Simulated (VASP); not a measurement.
ScPd, 2 atoms in the cell. It takes space group Pm-3m (No. 221, cubic). Conventional cell: a = 3.283 Å, b = 3.283 Å, c = 3.283 Å, α = 90.00°, β = 90.00°, γ = 90.00°. Sc (site symmetry m-3m) has 8 Pd at 2.84 Å and 6 Sc at 3.28 Å within 3.7 Å. Pd (site symmetry m-3m) has 8 Sc at 2.84 Å and 6 Pd at 3.28 Å within 3.7 Å. 

```yaml
Program: VASP 6.6.1
Task: single point
Functional: PBEsol
Potentials_or_basis: VASP PAW PBE potentials, release 64 (Sc_sv, Pd)
Cutoff: 500 eV
k_mesh: 6 × 6 × 6
Occupations: fermi-dirac, width 0.15 eV
Spin: no spin polarisation
Dipole_correction: no
Further_INCAR_settings: ALGO = Normal; EDIFF = 1e-06; NBANDS = 18
```

Potentials or basis: VASP PAW PBE potentials, release 64 (Sc_sv, Pd).

The run is started by

```bash
$ cat potpaw_PBE.64/Sc_sv/POTCAR potpaw_PBE.64/Pd/POTCAR > POTCAR
$ mpirun -np 1 vasp_std > vasp.out
```

Hardware: 1 thread of Intel(R) Xeon(R) Platinum 8375C CPU @ 2.90GHz (Ice Lake), on a shared host.

**Question.** Estimate the wall time of this run.

**Answer.** Run time: 16 s on 1 thread of Intel(R) Xeon(R) Platinum 8375C CPU @ 2.90GHz (Ice Lake), with other jobs on the host, peak memory 0.14 GiB. Counts: scf iterations 12, k points 20.
